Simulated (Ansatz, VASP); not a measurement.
# ZnSe in VASP and in Ansatz

```
Zn Se
1.0
     0.00000    3.09519    2.98056
     3.09519    0.00000    2.98056
     3.09519    3.09519    0.00000
Zn Se
1 1
Direct
  0.00000 0.00000 0.00000
  0.75000 0.75000 0.75000
```

Change from the starting cell: strain +0.080 along x and y, +0.040 along z, atoms carried along.

Alike in both runs: task single point; functional PBE; k mesh 8 × 8 × 8; occupations gaussian, width 0.05 eV; no spin polarisation.

|  | VASP | Ansatz |
| --- | --- | --- |
| version | VASP 6.6.1 | Ansatz 0.2.0 |
| potentials or method | VASP PAW PBE potentials, release 64 (Zn, Se), cutoff 520 eV | scalar-relativistic, plane waves, PAW |
| valence electrons in the cell | 18 | 28 |

|  | VASP | Ansatz | Ansatz less VASP |
| --- | --- | --- | --- |
| gap on the k mesh at the Fermi level (eV) | 0.39 | 0.39 | +0.002 |
| least direct gap on the mesh (eV) | 0.39 | 0.39 | +0.002 |
| pressure (GPa) | -7.0 | -7.0 | -0.08 |
| traceless stress, the component that is largest in VASP (GPa) | 0.83 | 0.83 | 0.000 |

VASP's potentials hold 18 valence electrons a cell and Ansatz's 28, so a difference there can come from the potentials and not from the codes.
